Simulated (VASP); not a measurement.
Here is a VASP 6.6.1 calculation.

File INCAR:

```
ALGO = Normal ; EDIFF = 1E-6
ENCUT = 520 ; GGA = PE
ISIF = 2 ; ISMEAR = -1
LASPH = True ; LCHARG = False
LREAL = Auto ; LWAVE = False
NBANDS = 84 ; NELM = 80
PREC = Accurate ; SIGMA = 0.02
```

The input KPOINTS:

```
k-points
0
Gamma
  2 2 2
```

File POSCAR:

```
Si9O16
1.0
   -4.1520000000     -4.1520000000      0.0000000000
    4.1520000000     -4.1520000000      0.0000000000
    0.0000000000      0.0000000000      5.3180000000
Si O
9 16
Direct
    0.5403540462      0.4697615607     -0.0031966905
    0.0519508671      0.5008429672      0.2323429861
    0.5587066474      0.4534079961      0.4708725085
    0.0444605010      0.5165221580      0.7375705152
   -0.0245544316      0.0075264933      0.0178074464
    0.4720496146     -0.0108501927      0.2535915758
   -0.0105732177      0.0335019268      0.4745204964
    0.5999879576      0.0195688825      0.7388303874
    0.3150168593      0.8120544316      0.7610379842
    0.2456647399      0.4433526012     -0.0057164347
   -0.0279985549      0.2039860308      0.2382474615
    0.8331045279      0.5144388247      0.0035727717
    0.0042509634      0.8008309249      0.2592515983
    0.2516257225      0.4568280347      0.4934373825
   -0.0224108863      0.2086825626      0.7508085747
    0.8579600193      0.5197374759      0.4860661903
   -0.0839474952      0.8512885356      0.7394321173
    0.6885356455     -0.0256743738      0.0308950733
    0.5076710019      0.6551902697      0.2189732982
    0.2565269750      0.0272639692      0.0306506205
    0.5556960501      0.2780226397      0.2267581798
    0.6789860308     -0.0178588632      0.4636141407
    0.5464595376      0.6285404624      0.7251034223
    0.2775289017      0.0399325626      0.4648364047
    0.5516859345      0.2734585742      0.7549454682
```

Potentials or basis: VASP PAW PBE potentials, release 64 (Si, O).

Run with:

```sh
$ cat potpaw_PBE.64/Si/POTCAR potpaw_PBE.64/O/POTCAR > POTCAR
$ mpirun -np 1 vasp_std > vasp.out
```

Q: Estimate the pressure.

A: 57.5 GPa.

Q: What does it give for the band gap on the k mesh?

A: 2.38 eV.

Q: Estimate the largest force.

A: 6.259 eV/Å.

Forces on the atoms (eV/Å):
```
Si  -1.172 -0.588 -2.718
Si   1.003  0.914  1.193
Si   2.208 -1.151  1.960
Si  -0.158  0.399  0.809
Si  -0.590  0.944 -2.751
Si  -0.623  0.277 -3.334
Si  -1.837  1.990  3.872
Si  -4.094  2.910  3.734
Si   0.891  0.089 -0.222
O    1.957  1.372  0.777
O    2.086 -1.366  0.541
O   -2.049 -1.971 -1.001
O   -0.283 -0.983 -1.099
O    1.032  1.273 -2.195
O    0.378 -0.985 -1.092
O   -0.291  2.351 -0.229
O   -0.533 -0.953  0.085
O    0.453  0.400  0.632
O    3.091 -2.522  3.429
O   -3.136 -0.415 -1.085
O    0.399  0.655  1.573
O   -1.461 -1.519 -3.060
O    0.437 -0.253  0.056
O   -0.446  1.515  1.539
O    2.738 -2.384 -1.414
```

Caveat: the k points lie up to 0.59 Å⁻¹ apart.
